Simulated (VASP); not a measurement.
# Ga3Sb (P-3m1) in VASP: further runs

The runs below take Ga3Sb through relaxation of cell and atoms, single point, with PBE.

Everything below comes from runs of VASP 6.6.1. Logs are shortened: lines on timing, memory, paths and dates and some standing lists are left out, and cuts for length are marked.

### Step 1. The cell of the first run

The structure is trigonal, space group P-3m1 (No. 164). The conventional cell has a = 3.877 Å, b = 3.877 Å, c = 6.953 Å, α = 90.00°, β = 90.00°, γ = 120.00°. Ga (site symmetry 3m) has 3 Ga at 2.73 Å and 3 Sb at 2.95 Å within 3.6 Å. Within 3.6 Å of Ga (site symmetry -3m) lie 6 Ga at 2.73 Å and 2 Sb at 3.48 Å. Within 3.9 Å of Sb (site symmetry -3m) lie 8 Ga at 2.95 to 3.48 Å and 6 Sb at 3.88 Å.

The cell was built from a structure type or drawn by symmetry, and may not be a known phase.

### Step 2. Relaxation of cell and atoms, PBE

The input, INCAR:

```
SYSTEM = Ga3Sb
PREC = Accurate ; ENCUT = 600
EDIFF = 1E-7 ; ISMEAR = 0
SIGMA = 0.1 ; LREAL = .False.
LASPH = .True. ; NELM = 60
ALGO = Fast ; ISIF = 3
LWAVE = .False. ; LCHARG = .False.
GGA = PE ; IBRION = 2
NSW = 90 ; EDIFFG = -0.04
```

The input, KPOINTS:

```
Automatic mesh
0
Gamma
  6 6 4
  0 0 0
```

The input, POSCAR:

```
Ga3Sb
1.0
    3.8771394594      0.0000000000      0.0000000000
   -1.9385697297      3.3577012659      0.0000000000
    0.0000000000      0.0000000000      6.9530823032
Ga Sb
3 1
Direct
    0.3333333333      0.6666666667      0.2239925671
    0.6666666667      0.3333333333      0.7760074329
    0.0000000000      0.0000000000      0.0000000000
    0.0000000000      0.0000000000      0.5000000000
```

Potentials or basis: VASP PAW PBE potentials, release 64 (Ga_d, Sb).

On the command line:

```console
$ cat potpaw_PBE.64/Ga_d/POTCAR potpaw_PBE.64/Sb/POTCAR > POTCAR
$ mpirun -np 1 vasp_std > vasp.out
```

OUTCAR:

```text
SYSTEM = Ga3Sb
   PREC = Accurate
   ENCUT = 600
   EDIFF = 1E-7
   ISMEAR = 0
   LREAL = .False.
   LASPH = .True.
   NELM = 60
   ISIF = 3
   GGA = PE
   IBRION = 2
   NSW = 90
   EDIFFG = -0.04

 ion  position               nearest neighbor table
   1  0.333  0.667  0.224-   3 2.73   3 2.73   3 2.73   4 2.95   4 2.95   4 2.95
   2  0.667  0.333  0.776-   3 2.73   3 2.73   3 2.73   4 2.95   4 2.95   4 2.95
   3  0.000  0.000  0.000-   1 2.73   2 2.73   2 2.73   1 2.73   2 2.73   1 2.73
   4  0.000  0.000  0.500-   1 2.95   2 2.95   2 2.95   1 2.95   2 2.95   1 2.95

  LATTYP: Found a hexagonal cell.
 ALAT       =     3.8771394594
 C/A-ratio  =     1.7933536763

  Lattice vectors:

 A1 = (   3.8771394594,   0.0000000000,   0.0000000000)
 A2 = (  -1.9385697297,   3.3577012659,   0.0000000000)
 A3 = (   0.0000000000,   0.0000000000,   6.9530823032)

Analysis of symmetry for initial positions (statically):
=====================================================================
 Subroutine PRICEL returns:
 Original cell was already a primitive cell.

 Routine SETGRP: Setting up the symmetry group for a
 hexagonal supercell.

 Subroutine GETGRP returns: Found 12 space group operations
 (whereof 12 operations were pure point group operations)
 out of a pool of 24 trial point group operations.

The static configuration has the point symmetry D_3d.

Analysis of symmetry for dynamics (positions and initial velocities):
=====================================================================
 Subroutine PRICEL returns:
 Original cell was already a primitive cell.

 Routine SETGRP: Setting up the symmetry group for a
 hexagonal supercell.

 Subroutine GETGRP returns: Found 12 space group operations
 (whereof 12 operations were pure point group operations)
 out of a pool of 24 trial point group operations.

The dynamic configuration has the point symmetry D_3d.

 Subroutine INISYM returns: Found 12 space group operations
 (whereof 12 operations are pure point group operations),
 and found     1 'primitive' translations

----------------------------------------------------------------------------------------

                                     Primitive cell

  volume of cell :      90.5171

  direct lattice vectors                    reciprocal lattice vectors
     3.877139459  0.000000000  0.000000000     0.257922113  0.148911401  0.000000000
    -1.938569730  3.357701266  0.000000000     0.000000000  0.297822802  0.000000000
     0.000000000  0.000000000  6.953082303     0.000000000  0.000000000  0.143821108

  length of vectors
     3.877139459  3.877139459  6.953082303     0.297822802  0.297822802  0.143821108

  position of ions in fractional coordinates (direct lattice)
     0.333333333  0.666666667  0.223992567
     0.666666667  0.333333333  0.776007433
     0.000000000  0.000000000  0.000000000
     0.000000000  0.000000000  0.500000000

  ion indices of the primitive-cell ions
   primitive index   ion index
                 1           1
                 2           2
                 3           3
                 4           4

----------------------------------------------------------------------------------------

 KPOINTS: Automatic mesh

Automatic generation of k-mesh.
 Grid dimensions read from file:
 generate k-points for:    6    6    4

 Generating k-lattice:

  Cartesian coordinates                     Fractional coordinates (reciprocal lattice)
     0.042987019  0.024818567  0.000000000     0.166666667  0.000000000  0.000000000
     0.000000000  0.049637134  0.000000000     0.000000000  0.166666667  0.000000000
     0.000000000  0.000000000  0.035955277     0.000000000  0.000000000  0.250000000

  Length of vectors
     0.049637134  0.049637134  0.035955277

  Shift w.r.t. Gamma in fractional coordinates (k-lattice)
     0.000000000  0.000000000  0.000000000

 Subroutine IBZKPT returns following result:
 ===========================================

 Found     24 irreducible k-points:

 Following reciprocal coordinates:
            Coordinates               Weight
  0.000000  0.000000  0.000000      1.000000
  0.166667  0.000000  0.000000      6.000000
  0.333333  0.000000  0.000000      6.000000
  0.500000  0.000000  0.000000      3.000000
  0.166667  0.166667  0.000000      6.000000
  0.333333  0.166667  0.000000     12.000000
[... 16 lines left out ...]
  0.333333  0.166667  0.500000     12.000000
  0.333333  0.333333  0.500000      2.000000
   k-points           NKPTS =     24   k-points in BZ     NKDIM =     24   number of bands    NBANDS=     26
   number of dos      NEDOS =    301   number of ions     NIONS =      4
   total plane-waves  NPLWV =  57344
   dimension x,y,z NGX =    32 NGY =   32 NGZ =   56
   dimension x,y,z NGXF=    64 NGYF=   64 NGZF=  112
   ions per type =               3   1
   NGX,Y,Z   is equivalent  to a cutoff of  13.72, 13.72, 13.39 a.u.
   NGXF,Y,Z  is equivalent  to a cutoff of  27.44, 27.44, 26.78 a.u.
 SYSTEM =  Ga3Sb
   PREC   = accura    normal or accurate (medium, high low for compatibility)
   ISTART =      0    job   : 0-new  1-cont  2-samecut
   ICHARG =      2    charge: 1-file 2-atom 10-const
   ISPIN  =      1    spin polarized calculation?
   LNONCOLLINEAR =      F non collinear calculations
   LSORBIT =      F    spin-orbit coupling
   LASPH  =      T    aspherical Exc in radial PAW
   ENCUT  =  600.0 eV  44.10 Ry    6.64 a.u.   7.74  7.74 13.89*2*pi/ulx,y,z
   NELM   =     60;   NELMIN=  2; NELMDL= -5     # of ELM steps
   EDIFF  = 0.1E-06   stopping-criterion for ELM
   LREAL  =      F    real-space projection
   EDIFFG = -.4E-01   stopping-criterion for IOM
   NSW    =     90    number of steps for IOM
   IBRION =      2    ionic relax: 0-MD 1-quasi-New 2-CG
   NFREE  =      1    steps in history (QN), initial steepest desc. (CG)
   ISIF   =      3    stress and relaxation
   ISYM   =      2    0-nonsym 1-usesym 2-fastsym
   POTIM  = 0.5000    time-step for ionic-motion
   TEBEG  =    0.0;   TEEND  =   0.0 temperature during run
   PSTRESS=    0.0 pullay stress
   NELECT =      44.0000    total number of electrons
   NUPDOWN=      -1.0000    fix difference up-down
   EMIN   =  10.00;   EMAX   =-10.00  energy-range for DOS
   EFERMI =   0.00;   METHOD = LEGACY
   ISMEAR =     0;   SIGMA  =   0.10  broadening in eV -4-tet -1-fermi 0-gaus
   EFERMI_NEDOS =   21; number of points for ismear=-14 and -15
   IALGO  =     68    algorithm
   IMIX   =      4    mixing-type and parameters
     AMIX     =   0.40;   BMIX     =  1.00
     AMIX_MAG =   1.60;   BMIX_MAG =  1.00
  volume/ion in A,a.u.               =      22.63       152.71
  Fermi-wavevector in a.u.,A,eV,Ry     =   1.287208  2.432471 22.543558  1.656905
  Thomas-Fermi vector in A             =   2.419236
   LORBIT       =      0    0 simple, 1 ext, 2 COOP (PROOUT), +10 PAW based schemes
   GGA     = PE    functional components
   LHFCALC =     F    Hartree Fock is set to
   AEXX    =    0.0000 exact exchange contribution
   IVDW    =     0    specifies the selected vdW correction
   LEPSILON=     F    determine dielectric tensor
   LRPA    =     F    only Hartree local field effects (RPA)
 conjugate gradient relaxation of ions
 non-spin polarized calculation
 RMM-DIIS sequential band-by-band and
 Gauss-broadening in eV      SIGMA  =   0.10
  energy-cutoff  :      600.00
  volume of cell :       90.52
 maximum number of plane-waves:      3064
 NGX is ok and might be reduce to    32
   NGX = 15   NGY = 15   NGZ = 27

--------------------------------------- Ionic step        1  -------------------------------------------

 number of electron      43.9999991 magnetization

 Free energy of the ion-electron system (eV)
  ---------------------------------------------------
  ext. energy  EPLUGINS =         0.00000000
  ---------------------------------------------------
  free energy    TOTEN  =       -12.50716086 eV

  energy without entropy =      -12.49877827  energy(sigma->0) =      -12.50296956

------------------------ aborting loop because EDIFF is reached ----------------------------------------

  FORCE on cell =-STRESS in cart. coord.  units (eV):
  Direction    XX          YY          ZZ          XY          YZ          ZX
  --------------------------------------------------------------------------------------
  -------------------------------------------------------------------------------------
  Total        0.1909007      0.1909007      0.1067025      0.0000000      0.0000000      0.0000000
  in kB        3.3789935      3.3789935      1.8886621      0.0000000      0.0000000      0.0000000
  external PRESSURE =       2.8822164 kB  Pullay stress =       0.0000000 kB

 VOLUME and BASIS-vectors are now :
 -----------------------------------------------------------------------------
  energy-cutoff  :      600.00
  volume of cell :       90.52
      direct lattice vectors                 reciprocal lattice vectors
     3.877139459  0.000000000  0.000000000     0.257922113  0.148911401  0.000000000
    -1.938569730  3.357701266  0.000000000     0.000000000  0.297822802  0.000000000
     0.000000000  0.000000000  6.953082303     0.000000000  0.000000000  0.143821108

 POSITION                                       TOTAL-FORCE (eV/Angst)
 -----------------------------------------------------------------------------------
     -0.00000      2.23847      1.55744         0.000000     -0.000000      0.069602
      1.93857      1.11923      5.39564        -0.000000      0.000000     -0.069602
      0.00000      0.00000      0.00000         0.000000      0.000000     -0.000000
      0.00000      0.00000      3.47654         0.000000      0.000000     -0.000000
 -----------------------------------------------------------------------------------
    total drift:                                0.000000     -0.000000      0.000000

  FREE ENERGIE OF THE ION-ELECTRON SYSTEM (eV)
  ---------------------------------------------------
  free  energy   TOTEN  =       -12.5071608573 eV
[... 131 lines left out ...]
 VOLUME and BASIS-vectors are now :
 -----------------------------------------------------------------------------
  energy-cutoff  :      600.00
  volume of cell :       91.31
      direct lattice vectors                 reciprocal lattice vectors
     3.890295147  0.000000000  0.000000000     0.257049906  0.148407832 -0.000000000
    -1.945147574  3.369094426  0.000000000     0.000000000  0.296815664 -0.000000000
    -0.000000000  0.000000000  6.966269315     0.000000000  0.000000000  0.143548857

 POSITION                                       TOTAL-FORCE (eV/Angst)
 -----------------------------------------------------------------------------------
     -0.00000      2.24606      1.56535        -0.000000      0.000000      0.054291
      1.94515      1.12303      5.40092         0.000000     -0.000000     -0.054291
      0.00000      0.00000      0.00000         0.000000     -0.000000      0.000000
     -0.00000      0.00000      3.48313         0.000000     -0.000000      0.000000
 -----------------------------------------------------------------------------------
    total drift:                               -0.000000      0.000000      0.000000

  FREE ENERGIE OF THE ION-ELECTRON SYSTEM (eV)
  ---------------------------------------------------
  free  energy   TOTEN  =       -12.5082446437 eV

  energy  without entropy=      -12.4996044856  energy(sigma->0) =      -12.50392456

--------------------------------------- Ionic step        6  -------------------------------------------

 number of electron      43.9999993 magnetization

 Free energy of the ion-electron system (eV)
  ---------------------------------------------------
  ext. energy  EPLUGINS =         0.00000000
  ---------------------------------------------------
  free energy    TOTEN  =       -12.50862980 eV

  energy without entropy =      -12.49987497  energy(sigma->0) =      -12.50425238

 E-fermi :   5.3610     XC(G=0): -10.2367

 val. band max:        5.3585652582   @ k =   0.3333   0.3333   0.2500
 cond. band min:       5.3685737707   @ k =   0.3333   0.3333   0.5000
 fundamental gap:      0.0100085125
 Fermi energy:         5.3610115419

 k-point     1 :       0.0000    0.0000    0.0000
  band No.  band energies     occupation
      1      -9.5691      2.00000
      2      -9.5691      2.00000
      3      -9.4543      2.00000
      4      -9.4543      2.00000
      5      -9.4542      2.00000
      6      -9.3906      2.00000
[... 18 lines left out ...]
     25       8.9907      0.00000
     26       8.9907      0.00000

 k-point     2 :       0.1667    0.0000    0.0000
  band No.  band energies     occupation
      1      -9.5628      2.00000
      2      -9.5467      2.00000
      3      -9.4652      2.00000
      4      -9.4391      2.00000
      5      -9.4374      2.00000
      6      -9.3922      2.00000
[... 669 lines left out ...]
 VOLUME and BASIS-vectors are now :
 -----------------------------------------------------------------------------
  energy-cutoff  :      600.00
  volume of cell :       91.25
      direct lattice vectors                 reciprocal lattice vectors
     3.890470698  0.000000000 -0.000000000     0.257038307  0.148401136  0.000000000
    -1.945235349  3.369246457  0.000000000    -0.000000000  0.296802271  0.000000000
    -0.000000000 -0.000000000  6.961080260     0.000000000  0.000000000  0.143655864

 POSITION                                       TOTAL-FORCE (eV/Angst)
 -----------------------------------------------------------------------------------
     -0.00000      2.24616      1.56814        -0.000000     -0.000000      0.033497
      1.94524      1.12308      5.39294         0.000000      0.000000     -0.033497
     -1.94524      3.36925      0.00000         0.000000      0.000000      0.000000
     -1.94524      3.36925      3.48054         0.000000      0.000000      0.000000
 -----------------------------------------------------------------------------------
    total drift:                               -0.000000     -0.000000      0.000000

  FREE ENERGIE OF THE ION-ELECTRON SYSTEM (eV)
  ---------------------------------------------------
  free  energy   TOTEN  =       -12.5086297967 eV

  energy  without entropy=      -12.4998749687  energy(sigma->0) =      -12.50425238

 reached required accuracy - stopping structural energy minimisation
```

It took 5.2 min on 1 thread of Intel Xeon Platinum 8259CL at 2.50GHz (Skylake/Cascade Lake), shared host; peak memory 0.27 GiB.

Results:

- Free energy: -12.5086 eV
- Relaxed volume: 22.81 Å³/atom
- Relaxed cell: a = 3.890 Å, b = 3.890 Å, c = 6.961 Å, α = 90.00°, β = 90.00°, γ = 120.00°
- Space group after relaxing (to 0.1 Å): P-3m1 (No. 164)
- Energy gained by relaxing: 0.4 meV/atom
- Ionic steps: 6
- Pressure after relaxing: -0.1 GPa
- Largest force after relaxing: 0.033 eV/Å
- Band gap on the k mesh: zero (bands 22 and 23 overlap by 3.82 eV)

Forces in eV/Å, atoms in the order of the input:
```
Ga   0.000  0.000  0.033
Ga   0.000  0.000 -0.033
Ga   0.000  0.000  0.000
Sb   0.000  0.000  0.000
```

Step by step:
| step | energy change (eV) | largest force (eV/Å) | pressure (GPa) | volume (Å³) |
| --- | --- | --- | --- | --- |
| 1 | 0.0000 | 0.0696 | 0.29 | 90.52 |
| 2 | -0.0010 | 0.0566 | -0.01 | 91.05 |
| 3 | -0.0011 | 0.0537 | -0.06 | 91.20 |
| 4 | -0.0010 | 0.0479 | -0.21 | 91.51 |
| 5 | -0.0011 | 0.0543 | -0.11 | 91.31 |
| 6 | -0.0015 | 0.0335 | -0.11 | 91.25 |

Final structure:
```xyz
4
Lattice="3.8905 0.0000 0.0000 -1.9452 3.3692 0.0000 0.0000 0.0000 6.9611" Properties=species:S:1:pos:R:3 pbc="T T T"
Ga    0.0000    2.2462    1.5681
Ga    1.9452    1.1231    5.3929
Ga   -1.9452    3.3692    0.0000
Sb   -1.9452    3.3692    3.4805
```

Caveat: spin-orbit coupling is left out, which moves the levels of the heavy elements.

(Continued in part 2 of 2.)
